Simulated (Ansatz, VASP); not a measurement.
## One calculation of Al, two programs

```
Al
1.0
    -1.56735    1.56735    1.63896
     1.56735   -1.56735    1.63896
     1.56735    1.56735   -1.63896
Al
1
Direct
  0.00000 0.00000 0.00000
```

Change from the starting cell: strain -0.015 along x and y, +0.030 along z, atoms carried along.

Alike in both runs: task single point; functional PBEsol; k mesh 20 × 20 × 20; occupations gaussian, width 0.15 eV; no spin polarisation.

```csv
,VASP,Ansatz
version,VASP 6.6.1,Ansatz 0.2.0
potentials or method,"VASP PAW PBE potentials, release 64 (Al), cutoff 520 eV","scalar-relativistic, plane waves, PAW"
valence electrons in the cell,3,3
```

VASP gave:

* gap on the k mesh at the Fermi level (eV): none
* pressure (GPa): 2.3
* traceless stress, the component that is largest in VASP (GPa): 1.41

Question: Which values does Ansatz return?

Answer: gap on the k mesh at the Fermi level (eV): none; pressure (GPa): 2.2; traceless stress, the component that is largest in VASP (GPa): 1.41.

VASP's potentials were made for PBE, not for PBEsol. A gap of «none» marks a metal or a gap that the smearing closes.
